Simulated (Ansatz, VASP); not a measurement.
**Two plane-wave programs on AlNi**

```xyz
2
Lattice="1.9200 -1.9426 -0.0038 1.9512 1.9735 0.0255 0.0174 0.0232 3.1753" Properties=species:S:1:pos:R:3 pbc="T T T"
Al    0.0314    0.0482   -0.0253
Ni    1.9340    0.0164    1.5866
```

Change from the starting cell: kmesh displaced: [1, 1, 1] Gamma-centred.

Alike in both runs: task single point; functional PBEsol; k mesh 1 × 1 × 1; occupations gaussian, width 0.1 eV; no spin polarisation.

```csv
,VASP,Ansatz
version,VASP 6.6.1,Ansatz 0.2.0
potentials or method,"VASP PAW PBE potentials, release 64 (Al, Ni), cutoff 520 eV","scalar-relativistic, plane waves, PAW"
valence electrons in the cell,13,21
```

|  | VASP | Ansatz | Ansatz less VASP |
| --- | --- | --- | --- |
| pressure (GPa) | -8.5 | -7.0 | +1.48 |
| traceless stress, the component that is largest in VASP (GPa) | 109.89 | 108.99 | -0.901 |
| rms of the force components (eV/Å) | 0.059 | 0.055 | -0.0033 |

VASP's potentials were made for PBE, not for PBEsol. Atom by atom the forces differ by 0.003 eV/Å (rms over components). VASP's potentials hold 13 valence electrons a cell and Ansatz's 21, so a difference there can come from the potentials and not from the codes.

The k mesh is coarse, so the values compare programs but aren't converged.
